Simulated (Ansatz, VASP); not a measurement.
# C in VASP and in Ansatz

```
CELL_PARAMETERS angstrom
0.00000 2.19081 3.34800
1.26484 0.00000 3.34800
1.26484 2.19081 0.00000
ATOMIC_POSITIONS crystal
C 0.16667 0.83333 0.16667
C 0.83333 0.16667 0.83333
```

Change from the starting cell: equal xx and yy strain of +3 %.

Alike in both runs: task single point; functional PBE; k mesh 18 × 18 × 18; occupations fermi-dirac, width 0.05 eV; no spin polarisation.

|  | VASP | Ansatz |
| --- | --- | --- |
| version | VASP 6.6.1 | Ansatz 0.2.0 |
| potentials or method | VASP PAW PBE potentials, release 64 (C), cutoff 520 eV | all-electron LAPW, scalar-relativistic |

Ansatz gave:

```
pressure (GPa)                                                : -17.7
traceless stress, the component that is largest in VASP (GPa) : 21.70
```

Task: Estimate VASP's values.

Result: Pressure (GPa): -17.3; traceless stress, the component that is largest in VASP (GPa): 21.18.

Ansatz ran all-electron here, and VASP with PAW potentials.
